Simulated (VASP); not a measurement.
Here is a VASP 6.6.1 calculation.

INCAR

```
  PREC = Accurate
  ENCUT = 520
  EDIFF = 1E-6
  ISMEAR = 0
  SIGMA = 0.01
  LREAL = F
  LASPH = T
  NELM = 60
  ALGO = Normal
  ISIF = 2
  LWAVE = F
  LCHARG = T
  GGA = PS
  LELF = T
  LVHAR = T
  NBANDS = 28
```

File KPOINTS:

```
Automatic mesh
0
Gamma
  8 4 6
```

The input POSCAR:

```
SnO
1.0
    3.3550000000      0.0000000000      0.0000000000
    0.0000000000      5.6741000000      0.0000000000
    0.0000000000      0.0000000000      4.2219700000
Sn O
2 2
Direct
    0.0000000000      0.2319100000      0.5131400000
    0.5000000000      0.7680900000      0.0131400000
    0.0000000000      0.8912500000      0.7368600000
    0.5000000000      0.1087500000      0.2368600000
```

Potentials or basis: VASP PAW PBE potentials, release 64 (Sn_d, O).

Launch:

```sh
$ cat potpaw_PBE.64/Sn_d/POTCAR potpaw_PBE.64/O/POTCAR > POTCAR
$ mpirun -np 1 vasp_std > vasp.out
```

**Question.** Estimate the band gap on the k mesh.

**Answer.** 1.33 eV, indirect (least direct gap 1.97 eV).

**Question.** Estimate the pressure.

**Answer.** -2.9 GPa.

**Question.** Estimate the largest force.

**Answer.** 0.349 eV/Å.

Forces in eV/Å, atoms in the order of the input:
```
Sn   0.000 -0.335 -0.098
Sn   0.000  0.335 -0.098
O    0.000  0.122  0.098
O    0.000 -0.122  0.098
```

Caveat: the PAW data sets were made with another functional, which shifts forces and pressure a little; spin-orbit coupling is left out, which moves the levels of the heavy elements. As with any semilocal functional, this PBEsol gap is likely too small.
